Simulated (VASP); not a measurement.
Set up this calculation in VASP 6.6.1, as the native input.

```yaml
Task: single point
Functional: LDA
Potentials_or_basis: VASP PAW LDA potentials, release 64 (K_sv, F)
Cutoff: 520 eV
k_mesh: 9 × 9 × 9
Occupations: fermi-dirac, width 0.05 eV
Spin: no spin polarisation
Dipole_correction: no
Further_INCAR_settings: ALGO = Normal; EDIFF = 1e-07; NBANDS = 15
```

The structure of KF lies in POSCAR:

```
KF
1.0
    0.0000000000      2.6539175805      2.6539175805
    2.6539175805      0.0000000000      2.6539175805
    2.6539175805      2.6539175805      0.0000000000
K F
1 1
Direct
    0.0000000000      0.0000000000      0.0000000000
    0.5000000000      0.5000000000      0.5000000000
```

One way to write it, as run:

INCAR

```
SYSTEM = KF
ALGO     = Normal         ! electronic algorithm
EDIFF    = 1E-7           ! SCF threshold, eV
ENCUT    = 520            ! plane-wave cutoff, eV
GGA      = CA             ! functional
ISIF     = 2              ! what is computed and relaxed
ISMEAR   = -1             ! smearing method
LASPH    = .True.         ! aspherical terms in the spheres
LCHARG   = .True.         ! write CHGCAR
LELF     = .True.         ! ELF
LREAL    = .False.        ! projectors in reciprocal space
LVHAR    = .True.       
LWAVE    = .False.        ! write WAVECAR
NBANDS   = 15             ! bands
NELM     = 100            ! most SCF steps
PREC     = Accurate       ! precision mode
SIGMA    = 0.05           ! smearing width, eV
```

KPOINTS

```
k-points
0
Gamma
  9 9 9
  0 0 0
```

Potentials or basis: VASP PAW LDA potentials, release 64 (K_sv, F).

The run is started by

```sh
$ cat potpaw_LDA.64/K_sv/POTCAR potpaw_LDA.64/F/POTCAR > POTCAR
$ mpirun -np 1 vasp_std > vasp.out
```

Results of the run:

* Pressure: -2.8 GPa
* Band gap on the k mesh: 5.89 eV

Caveat: an odd mesh through Γ misses points on the zone boundary, where band edges can lie.

Wall time 30 s on 1 thread of Intel Xeon 8259CL (shared host), peak memory 0.14 GiB.
